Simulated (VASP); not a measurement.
# Br (I4/mmm) in VASP: single point with PBE

Aim: the single point of Br with PBE.

Program: VASP 6.6.1. These are calculated values, not measurements. Logs are shortened: lines on timing, memory, paths and dates and some standing lists are left out, and cuts for length are marked.

## (1) The cell of the first run

Symmetry: I4/mmm, No. 139, tetragonal system. The conventional cell has a = 2.873 Å, b = 2.873 Å, c = 7.574 Å, α = 90.00°, β = 90.00°, γ = 90.00°. Within 3.8 Å of Br (site symmetry 4/mmm) lie 4 Br at 2.87 Å.

## (2) Single point, PBE (I replaced by Br, lengths x 0.918, strained)

File INCAR:

```
ALGO = Normal
EDIFF = 1E-7
ENCUT = 520
GGA = PE
ISIF = 2
ISMEAR = 0
LASPH = T
LCHARG = T
LELF = T
LREAL = F
LVHAR = T
LWAVE = F
NBANDS = 10
NELM = 60
PREC = Accurate
SIGMA = 0.1
```

File KPOINTS:

```
k-points
0
Gamma
  20 20 20
```

File POSCAR:

```
Br
1.0
   -1.4362631796      1.4362631796      3.7870499714
    1.4362631796     -1.4362631796      3.7870499714
    1.4362631796      1.4362631796     -3.7870499714
Br
1
Direct
    0.0000000000      0.0000000000      0.0000000000
```

Potentials or basis: VASP PAW PBE potentials, release 64 (Br).

The run is started by

```
> cat potpaw_PBE.64/Br/POTCAR > POTCAR
> mpirun -np 1 vasp_std > vasp.out
```

OUTCAR:

```text
EDIFF = 1E-7
   ENCUT = 520
   GGA = PE
   ISIF = 2
   ISMEAR = 0
   LASPH = T
   LREAL = F
   NELM = 60
   PREC = Accurate

 ion  position               nearest neighbor table
   1  0.000  0.000  0.000-

  LATTYP: Found a body centered tetragonal cell.
 ALAT       =     2.8725263592
 C/A-ratio  =     2.6367381864

  Lattice vectors:

 A1 = (  -1.4362631796,   1.4362631796,   3.7870499714)
 A2 = (   1.4362631796,  -1.4362631796,   3.7870499714)
 A3 = (   1.4362631796,   1.4362631796,  -3.7870499714)

Analysis of symmetry for initial positions (statically):
=====================================================================
 Subroutine PRICEL returns:
 Original cell was already a primitive cell.

 Routine SETGRP: Setting up the symmetry group for a
 body centered tetragonal supercell.

 Subroutine GETGRP returns: Found 16 space group operations
 (whereof 16 operations were pure point group operations)
 out of a pool of 16 trial point group operations.

The static configuration has the point symmetry D_4h.

Analysis of symmetry for dynamics (positions and initial velocities):
=====================================================================
 Subroutine PRICEL returns:
 Original cell was already a primitive cell.

 Routine SETGRP: Setting up the symmetry group for a
 body centered tetragonal supercell.

 Subroutine GETGRP returns: Found 16 space group operations
 (whereof 16 operations were pure point group operations)
 out of a pool of 16 trial point group operations.

The dynamic configuration has the point symmetry D_4h.

 Subroutine INISYM returns: Found 16 space group operations
 (whereof 16 operations are pure point group operations),
 and found     1 'primitive' translations

----------------------------------------------------------------------------------------

                                     Primitive cell

  volume of cell :      31.2485

  direct lattice vectors                    reciprocal lattice vectors
    -1.436263180  1.436263180  3.787049971     0.000000000  0.348125613  0.132028889
     1.436263180 -1.436263180  3.787049971     0.348125613  0.000000000  0.132028889
     1.436263180  1.436263180 -3.787049971     0.348125613  0.348125613  0.000000000

  length of vectors
     4.297377262  4.297377262  4.297377262     0.372321192  0.372321192  0.492323963

  position of ions in fractional coordinates (direct lattice)
     0.000000000  0.000000000  0.000000000

  ion indices of the primitive-cell ions
   primitive index   ion index
                 1           1

----------------------------------------------------------------------------------------

 KPOINTS: k-points

Automatic generation of k-mesh.
 Grid dimensions read from file:
 generate k-points for:   20   20   20

 Generating k-lattice:

  Cartesian coordinates                     Fractional coordinates (reciprocal lattice)
     0.000000000  0.017406281  0.006601444     0.050000000 -0.000000000  0.000000000
     0.017406281  0.000000000  0.006601444    -0.000000000  0.050000000  0.000000000
     0.017406281  0.017406281  0.000000000     0.000000000  0.000000000  0.050000000

  Length of vectors
     0.018616060  0.018616060  0.024616198

  Shift w.r.t. Gamma in fractional coordinates (k-lattice)
     0.000000000  0.000000000  0.000000000

 Subroutine IBZKPT returns following result:
 ===========================================

 Found    641 irreducible k-points:

 Following reciprocal coordinates:
            Coordinates               Weight
  0.000000  0.000000  0.000000      1.000000
  0.050000  0.000000 -0.000000      8.000000
  0.100000  0.000000 -0.000000      8.000000
  0.150000  0.000000 -0.000000      8.000000
  0.200000  0.000000 -0.000000      8.000000
  0.250000  0.000000 -0.000000      8.000000
[... 16 lines left out ...]
 -0.400000  0.050000  0.000000     16.000000
 -0.350000  0.050000  0.000000     16.000000
 [... further k-points ...]
   k-points           NKPTS =    641   k-points in BZ     NKDIM =    641   number of bands    NBANDS=     10
   number of dos      NEDOS =    301   number of ions     NIONS =      1
   total plane-waves  NPLWV =  32768
   dimension x,y,z NGX =    32 NGY =   32 NGZ =   32
   dimension x,y,z NGXF=    64 NGYF=   64 NGZF=   64
   ions per type =               1
   NGX,Y,Z   is equivalent  to a cutoff of  12.38, 12.38, 12.38 a.u.
   NGXF,Y,Z  is equivalent  to a cutoff of  24.76, 24.76, 24.76 a.u.
 SYSTEM =  unknown system
   PREC   = accura    normal or accurate (medium, high low for compatibility)
   ISTART =      0    job   : 0-new  1-cont  2-samecut
   ICHARG =      2    charge: 1-file 2-atom 10-const
   ISPIN  =      1    spin polarized calculation?
   LNONCOLLINEAR =      F non collinear calculations
   LSORBIT =      F    spin-orbit coupling
   LASPH  =      T    aspherical Exc in radial PAW
   ENCUT  =  520.0 eV  38.22 Ry    6.18 a.u.   7.99  7.99  7.99*2*pi/ulx,y,z
   NELM   =     60;   NELMIN=  2; NELMDL= -5     # of ELM steps
   EDIFF  = 0.1E-06   stopping-criterion for ELM
   LREAL  =      F    real-space projection
   EDIFFG = 0.1E-05   stopping-criterion for IOM
   NSW    =      0    number of steps for IOM
   IBRION =     -1    ionic relax: 0-MD 1-quasi-New 2-CG
   NFREE  =      0    steps in history (QN), initial steepest desc. (CG)
   ISIF   =      2    stress and relaxation
   ISYM   =      2    0-nonsym 1-usesym 2-fastsym
   POTIM  = 0.5000    time-step for ionic-motion
   TEBEG  =    0.0;   TEEND  =   0.0 temperature during run
   PSTRESS=    0.0 pullay stress
   NELECT =       7.0000    total number of electrons
   NUPDOWN=      -1.0000    fix difference up-down
   EMIN   =  10.00;   EMAX   =-10.00  energy-range for DOS
   EFERMI =   0.00;   METHOD = LEGACY
   ISMEAR =     0;   SIGMA  =   0.10  broadening in eV -4-tet -1-fermi 0-gaus
   EFERMI_NEDOS =   21; number of points for ismear=-14 and -15
   IALGO  =     38    algorithm
   IMIX   =      4    mixing-type and parameters
     AMIX     =   0.40;   BMIX     =  1.00
     AMIX_MAG =   1.60;   BMIX_MAG =  1.00
  volume/ion in A,a.u.               =      31.25       210.88
  Fermi-wavevector in a.u.,A,eV,Ry     =   0.994255  1.878870 13.449946  0.988543
  Thomas-Fermi vector in A             =   2.126194
   LORBIT       =      0    0 simple, 1 ext, 2 COOP (PROOUT), +10 PAW based schemes
   GGA     = PE    functional components
   LHFCALC =     F    Hartree Fock is set to
   AEXX    =    0.0000 exact exchange contribution
   IVDW    =     0    specifies the selected vdW correction
   LEPSILON=     F    determine dielectric tensor
   LRPA    =     F    only Hartree local field effects (RPA)
 non-spin polarized calculation
 Gauss-broadening in eV      SIGMA  =   0.10
  energy-cutoff  :      520.00
  volume of cell :       31.25
 maximum number of plane-waves:       864
   NGX = 15   NGY = 15   NGZ = 15

 number of electron       6.9999998 magnetization

 Free energy of the ion-electron system (eV)
  ---------------------------------------------------
  ext. energy  EPLUGINS =         0.00000000
  ---------------------------------------------------
  free energy    TOTEN  =        -1.45411017 eV

  energy without entropy =       -1.45003843  energy(sigma->0) =       -1.45207430

 E-fermi :   0.8118     XC(G=0):  -8.2565

 val. band max:        0.8097223828   @ k =   0.1000   0.1000  -0.0000
 cond. band min:       0.8144381496   @ k =  -0.2000  -0.4500   0.0500
 fundamental gap:      0.0047157668
 Fermi energy:         0.8117810270

 k-point     1 :       0.0000    0.0000    0.0000
  band No.  band energies     occupation
      1     -15.2280      2.00000
      2      -1.6250      2.00000
      3       1.6979      0.00000
      4       1.6979      0.00000
      5       6.0645      0.00000
      6      10.6281      0.00000
      7      10.9456      0.00000
      8      16.8398      0.00000
      9      16.8398      0.00000
     10      17.1213      0.00000

 k-point     2 :       0.0500    0.0000   -0.0000
  band No.  band energies     occupation
      1     -15.1989      2.00000
      2      -1.6159      2.00000
      3       1.4343      0.00000
      4       1.7167      0.00000
      5       6.1564      0.00000
      6      10.7553      0.00000
      7      11.1678      0.00000
      8      15.6665      0.00000
      9      16.8863      0.00000
     10      17.8958      0.00000

 k-point     3 :       0.1000    0.0000   -0.0000
  band No.  band energies     occupation
      1     -15.1127      2.00000
      2      -1.5886      2.00000
      3       0.7534      1.59077
      4       1.7719      0.00000
      5       6.4044      0.00000
      6      10.8986      0.00000
      7      11.9778      0.00000
      8      14.3255      0.00000
      9      17.0245      0.00000
     10      18.3356      0.00000

 k-point     4 :       0.1500    0.0000   -0.0000
  band No.  band energies     occupation
      1     -14.9734      2.00000
      2      -1.5447      2.00000
      3      -0.1444      2.00000
      4       1.8599      0.00000
      5       6.7669      0.00000
      6      11.0614      0.00000
      7      12.9044      0.00000
      8      13.3652      0.00000
      9      17.2496      0.00000
     10      18.6683      0.00000

 k-point     5 :       0.2000    0.0000   -0.0000
  band No.  band energies     occupation
      1     -14.7880      2.00000
      2      -1.5104      2.00000
      3      -1.0849      2.00000
      4       1.9742      0.00000
      5       7.2070      0.00000
      6      11.2557      0.00000
      7      11.9583      0.00000
      8      14.6476      0.00000
      9      17.5483      0.00000
     10      19.0117      0.00000

 k-point     6 :       0.2500    0.0000   -0.0000
  band No.  band energies     occupation
      1     -14.5676      2.00000
      2      -2.1116      2.00000
      3      -1.3527      2.00000
      4       2.1060      0.00000
      5       7.6521      0.00000
      6      11.0380      0.00000
      7      11.6059      0.00000
      8      16.0220      0.00000
      9      17.8369      0.00000
     10      18.5029      0.00000
[... 183 lines left out ...]
 k-point    21 :       0.5000    0.0500   -0.0000
  band No.  band energies     occupation
      1     -13.6723      2.00000
      2      -4.7565      2.00000
      3      -0.9812      2.00000
      4       2.3545      0.00000
      5       7.3511      0.00000
      6      12.7964      0.00000
      7      13.0921      0.00000
      8      14.6929      0.00000
      9      15.2051      0.00000
     10      18.4749      0.00000

 k-point    22 :      -0.4500    0.0500    0.0000
  band No.  band energies     occupation
      1     -13.7250      2.00000
      2      -4.6275      2.00000
      3      -0.9766      2.00000
      4       2.3299      0.00000
      5       7.4374      0.00000
      6      12.0227      0.00000
      7      13.0170      0.00000
      8      14.9314      0.00000
      9      15.9370      0.00000
     10      18.5399      0.00000

 k-point    23 :      -0.4000    0.0500    0.0000
  band No.  band energies     occupation
      1     -13.8669      2.00000
      2      -4.2590      2.00000
      3      -1.0144      2.00000
      4       2.2568      0.00000
      5       7.6643      0.00000
      6      11.1638      0.00000
      7      12.7891      0.00000
      8      15.3005      0.00000
      9      16.9344      0.00000
     10      18.5039      0.00000

 k-point    24 :      -0.3500    0.0500    0.0000
  band No.  band energies     occupation
      1     -14.0715      2.00000
      2      -3.6818      2.00000
      3      -1.0847      2.00000
      4       2.1453      0.00000
      5       7.9125      0.00000
      6      10.5332      0.00000
      7      12.4893      0.00000
      8      15.8020      0.00000
      9      17.5097      0.00000
     10      18.2988      0.00000

 [... further k-points ...]

------------------------ aborting loop because EDIFF is reached ----------------------------------------

  FORCE on cell =-STRESS in cart. coord.  units (eV):
  Direction    XX          YY          ZZ          XY          YZ          ZX
  --------------------------------------------------------------------------------------
  -------------------------------------------------------------------------------------
  Total       -0.0267494     -0.0267494      0.1525304      0.0000000      0.0000000      0.0000000
  in kB       -1.3714966     -1.3714966      7.8205588      0.0000000      0.0000000      0.0000000
  external PRESSURE =       1.6925219 kB  Pullay stress =       0.0000000 kB

 VOLUME and BASIS-vectors are now :
 -----------------------------------------------------------------------------
  energy-cutoff  :      520.00
  volume of cell :       31.25
      direct lattice vectors                 reciprocal lattice vectors
    -1.436263180  1.436263180  3.787049971     0.000000000  0.348125613  0.132028889
     1.436263180 -1.436263180  3.787049971     0.348125613  0.000000000  0.132028889
     1.436263180  1.436263180 -3.787049971     0.348125613  0.348125613  0.000000000

 POSITION                                       TOTAL-FORCE (eV/Angst)
 -----------------------------------------------------------------------------------
      0.00000      0.00000      0.00000         0.000000     -0.000000      0.000000
 -----------------------------------------------------------------------------------
    total drift:                               -0.000000     -0.000000     -0.000000

  FREE ENERGIE OF THE ION-ELECTRON SYSTEM (eV)
  ---------------------------------------------------
  free  energy   TOTEN  =        -1.4541101743 eV

  energy  without entropy=       -1.4500384260  energy(sigma->0) =       -1.45207430
```

Wall time 4.1 min (1 thread of Intel Xeon 8259CL, shared host); peak memory 0.32 GiB.

Results:

| Quantity | Value |
| --- | --- |
| Free energy | -1.4541 eV |
| Pressure | 0.2 GPa |
| Band gap on the k mesh | zero (an odd number of electrons rules out a gap without spin polarisation) |

Stress tensor (GPa, compression positive):
```
-0.14  0.00  0.00
 0.00 -0.14  0.00
 0.00  0.00  0.78
```

Caveat: the cell differs from its parent crystal (I replaced by Br, lengths x 0.918, strained); an odd number of electrons without spin polarisation forces a metal; a magnetic or distorted state may lie lower.
